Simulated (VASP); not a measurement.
# PtSe2 in VASP: single point with LDA

Aim: the single point of PtSe2 with LDA.

Program: VASP 6.6.1. These are calculated values, not measurements. Logs are shortened: lines on timing, memory, paths and dates and some standing lists are left out, and cuts for length are marked.

## 1. The cell of the first run

The cell holds a sheet with vacuum, 15 atoms: a = 3.727 Å, b = 3.727 Å, c = 69.520 Å, α = 90.00°, β = 90.00°, γ = 120.00°.

## 2. Single point, LDA

INCAR

```
  PREC = Accurate
  ENCUT = 520
  EDIFF = 1E-6
  ISMEAR = 0
  SIGMA = 0.01
  LREAL = Auto
  LASPH = True
  NELM = 100
  ALGO = Normal
  ISIF = 2
  LWAVE = False
  LCHARG = False
  LDIPOL = True
  IDIPOL = 3
  DIPOL = 0.5 0.5 0.294
  NBANDS = 68
```

KPOINTS

```
regular mesh
0
Gamma
  12 12 1
```

POSCAR

```
PtSe2
1.0
    3.7270000000      0.0000000000      0.0000000000
   -1.8635000000      3.2276766799      0.0000000000
    0.0000000000      0.0000000000     69.5199999968
Se Pt
10 5
Direct
    0.6666666667      0.3333333333      0.1332136639
    0.3333333333      0.6666666667      0.1708898637
    0.6666666667      0.3333333333      0.2045165784
    0.3333333333      0.6666666667      0.2420483141
    0.6666666667      0.3333333333      0.2750948046
    0.3333333333      0.6666666667      0.3126497294
    0.6666666667      0.3333333333      0.3456962199
    0.3333333333      0.6666666667      0.3832279556
    0.6666666667      0.3333333333      0.4168546703
    0.3333333333      0.6666666667      0.4545308701
    0.0000000000      0.0000000000      0.1523119009
    0.0000000000      0.0000000000      0.2232821444
    0.0000000000      0.0000000000      0.2938722670
    0.0000000000      0.0000000000      0.3644623896
    0.0000000000      0.0000000000      0.4354326330
```

Potentials or basis: VASP PAW LDA potentials, release 64 (Se, Pt).

Started as:

```
$ cat potpaw_LDA.64/Se/POTCAR potpaw_LDA.64/Pt/POTCAR > POTCAR
$ mpirun -np 1 vasp_std > vasp.out
```

OUTCAR:

```text
PREC = Accurate
   ENCUT = 520
   EDIFF = 1E-6
   ISMEAR = 0
   LREAL = Auto
   LASPH = True
   NELM = 100
   ISIF = 2

 ion  position               nearest neighbor table
   1  0.667  0.333  0.133-  11 2.53  11 2.53  11 2.53
   2  0.333  0.667  0.171-  11 2.51  11 2.51  11 2.51
   3  0.667  0.333  0.205-  12 2.52  12 2.52  12 2.52
   4  0.333  0.667  0.242-  12 2.52  12 2.52  12 2.52
   5  0.667  0.333  0.275-  13 2.52  13 2.52  13 2.52
   6  0.333  0.667  0.313-  13 2.52  13 2.52  13 2.52
   7  0.667  0.333  0.346-  14 2.52  14 2.52  14 2.52
   8  0.333  0.667  0.383-  14 2.52  14 2.52  14 2.52
   9  0.667  0.333  0.417-  15 2.51  15 2.51  15 2.51
  10  0.333  0.667  0.455-  15 2.53  15 2.53  15 2.53
  11  0.000  0.000  0.152-   2 2.51   2 2.51   2 2.51   1 2.53   1 2.53   1 2.53
  12  0.000  0.000  0.223-   3 2.52   3 2.52   3 2.52   4 2.52   4 2.52   4 2.52
  13  0.000  0.000  0.294-   5 2.52   6 2.52   5 2.52   6 2.52   5 2.52   6 2.52
  14  0.000  0.000  0.364-   8 2.52   8 2.52   8 2.52   7 2.52   7 2.52   7 2.52
  15  0.000  0.000  0.435-   9 2.51   9 2.51   9 2.51  10 2.53  10 2.53  10 2.53

  LATTYP: Found a hexagonal cell.
 ALAT       =     3.7270000000
 C/A-ratio  =    18.6530721752

  Lattice vectors:

 A1 = (   3.7270000000,   0.0000000000,   0.0000000000)
 A2 = (  -1.8635000000,   3.2276766799,   0.0000000000)
 A3 = (   0.0000000000,   0.0000000000,  69.5199999968)

Analysis of symmetry for initial positions (statically):
=====================================================================
 Subroutine PRICEL returns:
 Original cell was already a primitive cell.

 Routine SETGRP: Setting up the symmetry group for a
 hexagonal supercell.

 Subroutine GETGRP returns: Found 12 space group operations
 (whereof  6 operations were pure point group operations)
 out of a pool of 24 trial point group operations.

The static configuration has the point symmetry C_3v.
 The point group associated with its full space group is D_3d.

Analysis of symmetry for dynamics (positions and initial velocities):
=====================================================================
 Subroutine PRICEL returns:
 Original cell was already a primitive cell.

 Routine SETGRP: Setting up the symmetry group for a
 hexagonal supercell.

 Subroutine GETGRP returns: Found 12 space group operations
 (whereof  6 operations were pure point group operations)
 out of a pool of 24 trial point group operations.

The dynamic configuration has the point symmetry C_3v.
 The point group associated with its full space group is D_3d.

 Subroutine INISYM returns: Found 12 space group operations
 (whereof  6 operations are pure point group operations),
 and found     1 'primitive' translations

----------------------------------------------------------------------------------------

                                     Primitive cell

  volume of cell :     836.2944

  direct lattice vectors                    reciprocal lattice vectors
     3.727000000  0.000000000  0.000000000     0.268312316  0.154910188  0.000000000
    -1.863500000  3.227676680  0.000000000     0.000000000  0.309820375  0.000000000
     0.000000000  0.000000000 69.519999997     0.000000000  0.000000000  0.014384350

  length of vectors
     3.727000000  3.727000000 69.519999997     0.309820375  0.309820375  0.014384350

  position of ions in fractional coordinates (direct lattice)
     0.666666667  0.333333333  0.133213664
     0.333333333  0.666666667  0.170889864
     0.666666667  0.333333333  0.204516578
     0.333333333  0.666666667  0.242048314
     0.666666667  0.333333333  0.275094805
     0.333333333  0.666666667  0.312649729
     0.666666667  0.333333333  0.345696220
     0.333333333  0.666666667  0.383227956
     0.666666667  0.333333333  0.416854670
     0.333333333  0.666666667  0.454530870
     0.000000000  0.000000000  0.152311901
     0.000000000  0.000000000  0.223282144
     0.000000000  0.000000000  0.293872267
     0.000000000  0.000000000  0.364462390
     0.000000000  0.000000000  0.435432633

  ion indices of the primitive-cell ions
   primitive index   ion index
                 1           1
                 2           2
                 3           3
                 4           4
[... 33 lines left out ...]
 Subroutine IBZKPT returns following result:
 ===========================================

 Found     19 irreducible k-points:

 Following reciprocal coordinates:
            Coordinates               Weight
  0.000000  0.000000  0.000000      1.000000
  0.083333 -0.000000  0.000000      6.000000
  0.166667 -0.000000  0.000000      6.000000
  0.250000  0.000000  0.000000      6.000000
  0.333333  0.000000  0.000000      6.000000
  0.416667  0.000000  0.000000      6.000000
[... 11 lines left out ...]
  0.333333  0.250000  0.000000     12.000000
  0.333333  0.333333  0.000000      2.000000
   k-points           NKPTS =     19   k-points in BZ     NKDIM =     19   number of bands    NBANDS=     68
   number of dos      NEDOS =    301   number of ions     NIONS =     15
   total plane-waves  NPLWV = 423360
   dimension x,y,z NGX =    28 NGY =   28 NGZ =  540
   dimension x,y,z NGXF=    56 NGYF=   56 NGZF= 1080
   ions per type =              10   5
   NGX,Y,Z   is equivalent  to a cutoff of  12.49, 12.49, 12.91 a.u.
   NGXF,Y,Z  is equivalent  to a cutoff of  24.98, 24.98, 25.83 a.u.
 SYSTEM =  unknown system
   PREC   = accura    normal or accurate (medium, high low for compatibility)
   ISTART =      0    job   : 0-new  1-cont  2-samecut
   ICHARG =      2    charge: 1-file 2-atom 10-const
   ISPIN  =      1    spin polarized calculation?
   LNONCOLLINEAR =      F non collinear calculations
   LSORBIT =      F    spin-orbit coupling
   LASPH  =      T    aspherical Exc in radial PAW
   ENCUT  =  520.0 eV  38.22 Ry    6.18 a.u.   6.93  6.93129.26*2*pi/ulx,y,z
   NELM   =    100;   NELMIN=  2; NELMDL= -5     # of ELM steps
   EDIFF  = 0.1E-05   stopping-criterion for ELM
   LREAL  =      T    real-space projection
   EDIFFG = 0.1E-04   stopping-criterion for IOM
   NSW    =      0    number of steps for IOM
   IBRION =     -1    ionic relax: 0-MD 1-quasi-New 2-CG
   NFREE  =      0    steps in history (QN), initial steepest desc. (CG)
   ISIF   =      2    stress and relaxation
   ISYM   =      2    0-nonsym 1-usesym 2-fastsym
   POTIM  = 0.5000    time-step for ionic-motion
   TEBEG  =    0.0;   TEEND  =   0.0 temperature during run
   PSTRESS=    0.0 pullay stress
   NELECT =     110.0000    total number of electrons
   NUPDOWN=      -1.0000    fix difference up-down
   EMIN   =  10.00;   EMAX   =-10.00  energy-range for DOS
   EFERMI =   0.00;   METHOD = LEGACY
   ISMEAR =     0;   SIGMA  =   0.01  broadening in eV -4-tet -1-fermi 0-gaus
   EFERMI_NEDOS =   21; number of points for ismear=-14 and -15
   IALGO  =     38    algorithm
   IMIX   =      4    mixing-type and parameters
     AMIX     =   0.40;   BMIX     =  1.00
     AMIX_MAG =   1.60;   BMIX_MAG =  1.00
  volume/ion in A,a.u.               =      55.75       376.24
  Fermi-wavevector in a.u.,A,eV,Ry     =   0.832567  1.573324  9.431127  0.693168
  Thomas-Fermi vector in A             =   1.945645
   LORBIT       =      0    0 simple, 1 ext, 2 COOP (PROOUT), +10 PAW based schemes
   GGA     = CA    functional components
   LHFCALC =     F    Hartree Fock is set to
   AEXX    =    0.0000 exact exchange contribution
   IVDW    =     0    specifies the selected vdW correction
   LEPSILON=     F    determine dielectric tensor
   LRPA    =     F    only Hartree local field effects (RPA)
 non-spin polarized calculation
 Gauss-broadening in eV      SIGMA  =   0.01
  energy-cutoff  :      520.00
  volume of cell :      836.29
 maximum number of plane-waves:     22601
 NGX is ok and might be reduce to    28
   NGX = 13   NGY = 13   NGZ =259

 dipolmoment           0.000000      0.000000     -0.000000 electrons x Angstroem

 number of electron     109.9999994 magnetization

 dipolmoment           0.000000      0.000000      0.000002 electrons x Angstroem

 Free energy of the ion-electron system (eV)
  ---------------------------------------------------
  ext. energy  EPLUGINS =         0.00000000
  ---------------------------------------------------
  free energy    TOTEN  =       -85.05310296 eV

  energy without entropy =      -85.05246000  energy(sigma->0) =      -85.05278148

 E-fermi :  -0.8257     XC(G=0):  -4.1561

 val. band max:       -0.8326937948   @ k =   0.1667  -0.0000   0.0000
 cond. band min:      -0.8220824627   @ k =   0.3333   0.2500   0.0000
 fundamental gap:      0.0106113321
 Fermi energy:        -0.8257241117

 k-point     1 :       0.0000    0.0000    0.0000
  band No.  band energies     occupation
      1     -16.5426      2.00000
      2     -16.3803      2.00000
      3     -16.1598      2.00000
      4     -15.9095      2.00000
      5     -15.7191      2.00000
      6     -14.9201      2.00000
[... 1319 lines left out ...]
     66       3.0492      0.00000
     67       3.5589      0.00000
 [bands above 67 left out]

------------------------ aborting loop because EDIFF is reached ----------------------------------------

 vacuum level on the upper side and lower side of the slab       (xc-potential included)        -0.005        -0.005

  FORCE on cell =-STRESS in cart. coord.  units (eV):
  Direction    XX          YY          ZZ          XY          YZ          ZX
  --------------------------------------------------------------------------------------
  -------------------------------------------------------------------------------------
  Total       -4.5606800     -4.5606800     -6.4155018     -0.0000000      0.0000000      0.0000000
  in kB       -8.7373756     -8.7373756    -12.2908533     -0.0000000      0.0000000      0.0000000
  external PRESSURE =      -9.9218682 kB  Pullay stress =       0.0000000 kB

 VOLUME and BASIS-vectors are now :
 -----------------------------------------------------------------------------
  energy-cutoff  :      520.00
  volume of cell :      836.29
      direct lattice vectors                 reciprocal lattice vectors
     3.727000000  0.000000000  0.000000000     0.268312316  0.154910188  0.000000000
    -1.863500000  3.227676680  0.000000000     0.000000000  0.309820375  0.000000000
     0.000000000  0.000000000 69.519999997     0.000000000  0.000000000  0.014384350

 POSITION                                       TOTAL-FORCE (eV/Angst)
 -----------------------------------------------------------------------------------
      1.86350      1.07589      9.26101        -0.000000      0.000000      0.534443
     -0.00000      2.15178     11.88026        -0.000000      0.000000     -0.374669
      1.86350      1.07589     14.21799        -0.000000     -0.000000      0.311395
     -0.00000      2.15178     16.82720         0.000000     -0.000000     -0.314407
      1.86350      1.07589     19.12459        -0.000000      0.000000      0.305598
     -0.00000      2.15178     21.73541        -0.000000     -0.000000     -0.305598
      1.86350      1.07589     24.03280        -0.000000      0.000000      0.314407
     -0.00000      2.15178     26.64201         0.000000      0.000000     -0.311395
      1.86350      1.07589     28.97974         0.000000     -0.000000      0.374669
     -0.00000      2.15178     31.59899         0.000000      0.000000     -0.534443
      0.00000      0.00000     10.58872        -0.000000     -0.000000     -0.076465
      0.00000      0.00000     15.52257         0.000000     -0.000000     -0.010961
      0.00000      0.00000     20.43000         0.000000     -0.000000      0.000000
      0.00000      0.00000     25.33743         0.000000      0.000000      0.010961
      0.00000      0.00000     30.27128         0.000000      0.000000      0.076465
 -----------------------------------------------------------------------------------
    total drift:                               -0.000000      0.000000      0.000008

  FREE ENERGIE OF THE ION-ELECTRON SYSTEM (eV)
  ---------------------------------------------------
  free  energy   TOTEN  =       -85.0531029604 eV

  energy  without entropy=      -85.0524600026  energy(sigma->0) =      -85.05278148

 vacuum level on the upper side and lower side of the slab         4.162         4.162
```

It took 29 min on 1 thread of Intel Xeon 6975P-C (Granite Rapids), shared host; peak memory 1 GiB.

What came out:

* Free energy: -85.0531 eV
* Largest force: 0.534 eV/Å
* Band gap on the k mesh: zero (band 55 reaches -0.42 eV, above the bottom of band 56 at -0.84 eV)

Forces on the atoms (eV/Å):
```
Se   0.000  0.000  0.534
Se   0.000  0.000 -0.375
Se   0.000  0.000  0.311
Se   0.000  0.000 -0.314
Se   0.000  0.000  0.306
Se   0.000  0.000 -0.306
Se   0.000  0.000  0.314
Se   0.000  0.000 -0.311
Se   0.000  0.000  0.375
Se   0.000  0.000 -0.534
Pt   0.000  0.000 -0.076
Pt   0.000  0.000 -0.011
Pt   0.000  0.000  0.000
Pt   0.000  0.000  0.011
Pt   0.000  0.000  0.076
```

Caveat: spin-orbit coupling is left out, which moves the levels of the heavy elements.
